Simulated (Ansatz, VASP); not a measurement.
## Ta: VASP beside Ansatz

```xyz
6
Lattice="4.9676 0.0000 0.0000 0.0000 5.0868 0.0000 0.0000 0.0000 18.8681" Properties=species:S:1:pos:R:3 pbc="T T T"
Ta    1.6559    3.8151    8.0000
Ta    3.3118    1.2717    8.0000
Ta    4.1397    3.8151    9.4340
Ta    0.8279    1.2717    9.4340
Ta    1.6559    3.8151   10.8681
Ta    3.3118    1.2717   10.8681
```

Alike in both runs: task single point; functional PBEsol; k mesh 8 × 7 × 1; occupations fermi-dirac, width 0.05 eV; no spin polarisation.

|  | VASP | Ansatz |
| --- | --- | --- |
| version | VASP 6.6.1 | Ansatz 0.2.0 |
| potentials or method | VASP PAW PBE potentials, release 64 (Ta_pv) | PAW with Ansatz's default frozen-core files, scalar-relativistic |
| plane-wave cutoff (eV) | 520 | 420 |
| valence electrons in the cell | 66 | 78 |

|  | VASP | Ansatz | Ansatz less VASP |
| --- | --- | --- | --- |
| rms of the force components (eV/Å) | 1.208 | 1.204 | -0.0042 |

VASP's potentials were made for PBE, not for PBEsol. Atom by atom the forces differ by 0.004 eV/Å (rms over components). VASP's potentials hold 66 valence electrons a cell and Ansatz's 78, so a difference there can come from the potentials and not from the codes.

Spin-orbit coupling is off throughout.
